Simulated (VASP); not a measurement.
# GaN (P6_3mc) in VASP: further runs, part 4 of 4

VASP 6.6.1. The steps go on from the part before.

### Step 5. Single point, r2SCAN (strain +0.000 along x and y, +0.015 along z)

POSCAR

```
GaN
1.0
    3.1799996605      0.0000000000      0.0000000000
   -1.5899998303      2.7539604900      0.0000000000
    0.0000000000      0.0000000000      5.2434900000
Ga N
2 2
Direct
    0.3333333333      0.6666666667      0.0000000000
    0.6666666667      0.3333333333      0.5000000000
    0.3333333333      0.6666666667      0.3750000000
    0.6666666667      0.3333333333      0.8750000000
```

INCAR.step1

```
PREC = Accurate
ENCUT = 520
ISMEAR = 0
SIGMA = 0.05
LREAL = F
LASPH = T
NELM = 80
NBANDS = 26
GGA = PE
ALGO = Normal
EDIFF = 1E-4
LWAVE = T
LCHARG = F
```

INCAR.step2

```
PREC = Accurate
ENCUT = 520
EDIFF = 1E-6
ISMEAR = 0
SIGMA = 0.05
LREAL = F
LASPH = T
NELM = 80
ALGO = Normal
ISIF = 2
LWAVE = F
LCHARG = F
METAGGA = R2SCAN
LMIXTAU = T
NBANDS = 26
ISTART = 1
```

KPOINTS

```
Automatic mesh
0
Gamma
  12 12 6
```

Potentials or basis: VASP PAW PBE potentials, release 64 (Ga_d, N).

Started as:

```
> cat potpaw_PBE.64/Ga_d/POTCAR potpaw_PBE.64/N/POTCAR > POTCAR
> cp INCAR.step1 INCAR
> mpirun -np 1 vasp_std > vasp.out
> cp INCAR.step2 INCAR
> mpirun -np 1 vasp_std > vasp.out
```

OUTCAR:

```text
PREC = Accurate
   ENCUT = 520
   EDIFF = 1E-6
   ISMEAR = 0
   LREAL = F
   LASPH = T
   NELM = 80
   ISIF = 2
   METAGGA = R2SCAN
   ISTART = 1

 ion  position               nearest neighbor table
   1  0.333  0.667  0.000-   4 1.95   4 1.95   4 1.95   3 1.97
   2  0.667  0.333  0.500-   3 1.95   3 1.95   3 1.95   4 1.97
   3  0.333  0.667  0.375-   2 1.95   2 1.95   2 1.95   1 1.97
   4  0.667  0.333  0.875-   1 1.95   1 1.95   1 1.95   2 1.97

  LATTYP: Found a hexagonal cell.
 ALAT       =     3.1799996605
 C/A-ratio  =     1.6488964025

  Lattice vectors:

 A1 = (   3.1799996605,   0.0000000000,   0.0000000000)
 A2 = (  -1.5899998303,   2.7539604900,   0.0000000000)
 A3 = (   0.0000000000,   0.0000000000,   5.2434900000)

Analysis of symmetry for initial positions (statically):
=====================================================================
 Subroutine PRICEL returns:
 Original cell was already a primitive cell.

 Routine SETGRP: Setting up the symmetry group for a
 hexagonal supercell.

 Subroutine GETGRP returns: Found 12 space group operations
 (whereof  6 operations were pure point group operations)
 out of a pool of 24 trial point group operations.

The static configuration has the point symmetry C_3v.
 The point group associated with its full space group is C_6v.

Analysis of symmetry for dynamics (positions and initial velocities):
=====================================================================
 Subroutine PRICEL returns:
 Original cell was already a primitive cell.

 Routine SETGRP: Setting up the symmetry group for a
 hexagonal supercell.

 Subroutine GETGRP returns: Found 12 space group operations
 (whereof  6 operations were pure point group operations)
 out of a pool of 24 trial point group operations.

The dynamic configuration has the point symmetry C_3v.
 The point group associated with its full space group is C_6v.

 Subroutine INISYM returns: Found 12 space group operations
 (whereof  6 operations are pure point group operations),
 and found     1 'primitive' translations

----------------------------------------------------------------------------------------

                                     Primitive cell

  volume of cell :      45.9204

  direct lattice vectors                    reciprocal lattice vectors
     3.179999661  0.000000000  0.000000000     0.314465442  0.181556708  0.000000000
    -1.589999830  2.753960490  0.000000000     0.000000000  0.363113416  0.000000000
     0.000000000  0.000000000  5.243490000     0.000000000  0.000000000  0.190712674

  length of vectors
     3.179999661  3.179999661  5.243490000     0.363113416  0.363113416  0.190712674

  position of ions in fractional coordinates (direct lattice)
     0.333333333  0.666666667  0.000000000
     0.666666667  0.333333333  0.500000000
     0.333333333  0.666666667  0.375000000
     0.666666667  0.333333333  0.875000000

  ion indices of the primitive-cell ions
   primitive index   ion index
                 1           1
                 2           2
                 3           3
                 4           4

----------------------------------------------------------------------------------------
[... 22 lines left out ...]

 Found     76 irreducible k-points:

 Following reciprocal coordinates:
            Coordinates               Weight
  0.000000  0.000000  0.000000      1.000000
  0.083333 -0.000000  0.000000      6.000000
  0.166667  0.000000  0.000000      6.000000
  0.250000  0.000000  0.000000      6.000000
  0.333333 -0.000000  0.000000      6.000000
  0.416667  0.000000  0.000000      6.000000
[... 16 lines left out ...]
  0.250000  0.000000  0.166667     12.000000
  0.333333 -0.000000  0.166667     12.000000
 [... further k-points ...]
   k-points           NKPTS =     76   k-points in BZ     NKDIM =     76   number of bands    NBANDS=     26
   number of dos      NEDOS =    301   number of ions     NIONS =      4
   total plane-waves  NPLWV =  23040
   dimension x,y,z NGX =    24 NGY =   24 NGZ =   40
   dimension x,y,z NGXF=    48 NGYF=   48 NGZF=   80
   ions per type =               2   2
   NGX,Y,Z   is equivalent  to a cutoff of  12.55, 12.55, 12.68 a.u.
   NGXF,Y,Z  is equivalent  to a cutoff of  25.09, 25.09, 25.36 a.u.
 SYSTEM =  unknown system
   PREC   = accura    normal or accurate (medium, high low for compatibility)
   ISTART =      1    job   : 0-new  1-cont  2-samecut
   ICHARG =      0    charge: 1-file 2-atom 10-const
   ISPIN  =      1    spin polarized calculation?
   LNONCOLLINEAR =      F non collinear calculations
   LSORBIT =      F    spin-orbit coupling
   LASPH  =      T    aspherical Exc in radial PAW
   ENCUT  =  520.0 eV  38.22 Ry    6.18 a.u.   5.91  5.91  9.75*2*pi/ulx,y,z
   NELM   =     80;   NELMIN=  2; NELMDL=  0     # of ELM steps
   EDIFF  = 0.1E-05   stopping-criterion for ELM
   LREAL  =      F    real-space projection
   EDIFFG = 0.1E-04   stopping-criterion for IOM
   NSW    =      0    number of steps for IOM
   IBRION =     -1    ionic relax: 0-MD 1-quasi-New 2-CG
   NFREE  =      0    steps in history (QN), initial steepest desc. (CG)
   ISIF   =      2    stress and relaxation
   ISYM   =      2    0-nonsym 1-usesym 2-fastsym
   POTIM  = 0.5000    time-step for ionic-motion
   TEBEG  =    0.0;   TEEND  =   0.0 temperature during run
   PSTRESS=    0.0 pullay stress
   NELECT =      36.0000    total number of electrons
   NUPDOWN=      -1.0000    fix difference up-down
   EMIN   =  10.00;   EMAX   =-10.00  energy-range for DOS
   EFERMI =   0.00;   METHOD = LEGACY
   ISMEAR =     0;   SIGMA  =   0.05  broadening in eV -4-tet -1-fermi 0-gaus
   EFERMI_NEDOS =   21; number of points for ismear=-14 and -15
   IALGO  =     38    algorithm
   IMIX   =      4    mixing-type and parameters
     AMIX     =   0.40;   BMIX     =  1.00
     AMIX_MAG =   1.60;   BMIX_MAG =  1.00
  volume/ion in A,a.u.               =      11.48        77.47
  Fermi-wavevector in a.u.,A,eV,Ry     =   1.509526  2.852590 31.003169  2.278669
  Thomas-Fermi vector in A             =   2.619837
   LORBIT       =      0    0 simple, 1 ext, 2 COOP (PROOUT), +10 PAW based schemes
   METAGGA = R2SCAN    functional components
   LHFCALC =     F    Hartree Fock is set to
   AEXX    =    0.0000 exact exchange contribution
   IVDW    =     0    specifies the selected vdW correction
   LEPSILON=     F    determine dielectric tensor
   LRPA    =     F    only Hartree local field effects (RPA)
 non-spin polarized calculation
 Gauss-broadening in eV      SIGMA  =   0.05
  energy-cutoff  :      520.00
  volume of cell :       45.92
 maximum number of plane-waves:      1260
 NGX is ok and might be reduce to    24
   NGX = 11   NGY = 11   NGZ = 19

 number of electron      35.9999981 magnetization

 Free energy of the ion-electron system (eV)
  ---------------------------------------------------
  ext. energy  EPLUGINS =         0.00000000
  ---------------------------------------------------
  free energy    TOTEN  =       -43.81708058 eV

  energy without entropy =      -43.81708058  energy(sigma->0) =      -43.81708058

 E-fermi :   5.2743     XC(G=0): -12.6086

 val. band max:        5.0221564685   @ k =   0.0000   0.0000   0.0000
 cond. band min:       7.2513268541   @ k =   0.0000   0.0000   0.0000
 fundamental gap:      2.2291703856
 Fermi energy:         5.2742531501

 k-point     1 :       0.0000    0.0000    0.0000
  band No.  band energies     occupation
      1     -11.7318      2.00000
      2     -10.7636      2.00000
      3      -8.8286      2.00000
      4      -8.8114      2.00000
      5      -8.8114      2.00000
      6      -8.7466      2.00000
[... 685 lines left out ...]
     25      17.0800      0.00000
     26      18.7918      0.00000

 [... further k-points ...]

------------------------ aborting loop because EDIFF is reached ----------------------------------------

  FORCE on cell =-STRESS in cart. coord.  units (eV):
  Direction    XX          YY          ZZ          XY          YZ          ZX
  --------------------------------------------------------------------------------------
  -------------------------------------------------------------------------------------
  Total        0.1612539      0.1612539     -0.9766617     -0.0000000      0.0000000      0.0000000
  in kB        5.6262054      5.6262054    -34.0760696     -0.0000000      0.0000000      0.0000000
  external PRESSURE =      -7.6078862 kB  Pullay stress =       0.0000000 kB

 VOLUME and BASIS-vectors are now :
 -----------------------------------------------------------------------------
  energy-cutoff  :      520.00
  volume of cell :       45.92
      direct lattice vectors                 reciprocal lattice vectors
     3.179999661  0.000000000  0.000000000     0.314465442  0.181556708  0.000000000
    -1.589999830  2.753960490  0.000000000     0.000000000  0.363113416  0.000000000
     0.000000000  0.000000000  5.243490000     0.000000000  0.000000000  0.190712674

 POSITION                                       TOTAL-FORCE (eV/Angst)
 -----------------------------------------------------------------------------------
     -0.00000      1.83597      0.00000        -0.000000      0.000000      0.018160
      1.59000      0.91799      2.62175         0.000000     -0.000000      0.018160
     -0.00000      1.83597      1.96631        -0.000000      0.000000     -0.018160
      1.59000      0.91799      4.58805        -0.000000      0.000000     -0.018160
 -----------------------------------------------------------------------------------
    total drift:                                0.000002      0.000004      0.046481

  FREE ENERGIE OF THE ION-ELECTRON SYSTEM (eV)
  ---------------------------------------------------
  free  energy   TOTEN  =       -43.8170805752 eV

  energy  without entropy=      -43.8170805752  energy(sigma->0) =      -43.81708058
```

It took 5.6 min on 1 thread of Intel Xeon 8259CL, shared host; peak memory 0.22 GiB.

Results:

- Free energy: -43.8171 eV
- Pressure: -0.8 GPa
- Largest force: 0.018 eV/Å
- Band gap on the k mesh: 2.23 eV

Forces in eV/Å, atoms in the order of the input:
```
Ga   0.000  0.000  0.018
Ga   0.000  0.000  0.018
N    0.000  0.000 -0.018
N    0.000  0.000 -0.018
```

Stress tensor (GPa, compression positive):
```
 0.56  0.00  0.00
 0.00  0.56  0.00
 0.00  0.00 -3.41
```

Levels at points of the mesh, in eV from the valence-band top:
| k point | band 14 | band 15 | band 16 | band 17 | band 18 | band 19 | band 20 | band 21 | band 22 | band 23 |
| --- | --- | --- | --- | --- | --- | --- | --- | --- | --- | --- |
| (0.00, 0.00, 0.00) | -1.02 | -1.02 | -0.11 | 0.00 | 0.00 | 2.23 | 4.86 | 9.78 | 10.62 | 10.62 |
| (0.50, 0.00, 0.00) | -5.41 | -4.29 | -2.77 | -2.26 | -1.04 | 5.62 | 6.03 | 6.40 | 9.20 | 10.98 |
| (0.00, 0.00, 0.50) | -4.01 | -0.52 | -0.52 | -0.52 | -0.52 | 4.72 | 4.72 | 9.05 | 9.05 | 11.14 |
| (0.50, 0.00, 0.50) | -6.68 | -2.01 | -2.01 | -1.97 | -1.97 | 4.80 | 4.80 | 8.32 | 8.32 | 10.67 |

Caveat: the cell differs from its parent crystal (strain +0.000 along x and y, +0.015 along z); the PAW data sets were made with another functional, which shifts forces and pressure a little.

### Step 6. Summary

| cell | gap on the mesh (eV) | pressure (GPa) | largest force (eV/Å) |
| --- | --- | --- | --- |
| a = 3.132, b = 3.132, c = 5.243 Å, angles 90.0, 90.0, 120.0°, 4 atoms | 2.38 | 5.5 | 0.20 |
| a = 3.132, b = 3.132, c = 5.321 Å, angles 90.0, 90.0, 120.0°, 4 atoms | 2.21 | 2.7 | 0.29 |
| a = 3.228, b = 3.228, c = 5.011 Å, angles 90.0, 90.0, 120.0°, 4 atoms | 2.39 | 3.1 | 0.79 |
| a = 3.180, b = 3.180, c = 5.243 Å, angles 90.0, 90.0, 120.0°, 4 atoms | 2.23 | -0.8 | 0.02 |

Alike in all rows: task single point; level r2SCAN; potentials or basis VASP PAW PBE potentials, release 64 (Ga_d, N); no spin polarisation; k mesh 12 × 12 × 6; cutoff (eV) 520; smearing gaussian 0.05 eV.

Caveats: the PAW data sets were made with another functional, which shifts forces and pressure a little; the cell stands under pressure (at least some runs).

Total energies depend on the potentials used, so only differences within one code and one set of settings carry meaning.
